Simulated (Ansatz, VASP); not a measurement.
# Two plane-wave programs on Hf2H3

```
CELL_PARAMETERS angstrom
3.53132 0.00000 0.00000
0.00000 3.53132 0.00000
0.00000 0.00000 5.84274
ATOMIC_POSITIONS crystal
Hf 0.50000 0.50000 0.50000
Hf 0.50000 0.50000 0.00000
H 0.50000 0.00000 0.00000
H 0.00000 0.50000 0.00000
H 0.00000 0.00000 0.00000
```

Change from the starting cell: species swapped into the Zr3Cd2 type (Pmmm, No. 47).

Alike in both runs: functional PBE; k mesh 6 × 6 × 4; occupations gaussian, width 0.1 eV; no spin polarisation.

Ansatz relaxed the structure, and its values are those at the end. VASP's run is a single point on that final structure, the one shown.

|  | VASP | Ansatz |
| --- | --- | --- |
| version | VASP 6.6.1 | Ansatz 0.2.0 |
| potentials or method | VASP PAW PBE potentials, release 64 (Hf_pv, H), cutoff 520 eV | scalar-relativistic, plane waves, PAW |
| valence electrons in the cell | 23 | 55 |

Ansatz gave:

| Item | Value |
| --- | --- |
| gap on the k mesh at the Fermi level (eV) | none |
| pressure (GPa) | 0.0 |

**Question.** What did VASP give for the same quantities?

**Answer.** gap on the k mesh at the Fermi level (eV): none; pressure (GPa): -0.1.

A gap of «none» marks a metal or a gap that the smearing closes. With one functional, cell and mesh, what is left measures potentials, basis and numerics. VASP's potentials hold 23 valence electrons a cell and Ansatz's 55, so a difference there can come from the potentials and not from the codes.

Neither program's run includes spin-orbit coupling.
